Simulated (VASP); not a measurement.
Input of a VASP 6.6.1 run:

File POSCAR:

```
ZrC
1.0
    0.0000000000      2.3628239777      2.3628239777
    2.3628239777      0.0000000000      2.3628239777
    2.3628239777      2.3628239777      0.0000000000
Zr C
1 1
Direct
    0.0000000000      0.0000000000      0.0000000000
    0.5000000000      0.5000000000      0.5000000000
```

Contents of INCAR.step1:

```
PREC = Accurate ; ENCUT = 520
EDIFF = 1E-5 ; ISMEAR = -1
SIGMA = 0.1 ; LREAL = F
LASPH = T ; NELM = 80
ALGO = Normal ; ISIF = 2
LWAVE = T ; LCHARG = F
NBANDS = 15 ; GGA = PE
```

File INCAR.step2:

```
PREC = Accurate ; ENCUT = 520
EDIFF = 1E-7 ; ISMEAR = -1
SIGMA = 0.1 ; LREAL = F
LASPH = T ; NELM = 80
ALGO = Normal ; ISIF = 2
LWAVE = F ; LCHARG = F
GGA = PE ; LHFCALC = T
HFSCREEN = 0.2079 ; PRECFOCK = Normal
NBANDS = 15 ; ISTART = 1
```

KPOINTS

```
Automatic mesh
0
Gamma
  4 4 4
```

Potentials or basis: VASP PAW PBE potentials, release 64 (Zr_sv, C).

Launch:

```bash
$ cat potpaw_PBE.64/Zr_sv/POTCAR potpaw_PBE.64/C/POTCAR > POTCAR
$ cp INCAR.step1 INCAR
$ mpirun -np 1 vasp_std > vasp.out
$ cp INCAR.step2 INCAR
$ mpirun -np 1 vasp_std > vasp.out
```

Problem. Predict the band gap on the k mesh.

Solution. Zero (band 8 reaches 10.24 eV, above the bottom of band 9 at 8.95 eV).

Problem. Estimate the pressure.

Solution. -5.4 GPa.

Caveat: the k points lie up to 0.58 Å⁻¹ apart; the PAW data sets were made with another functional, which shifts forces and pressure a little.
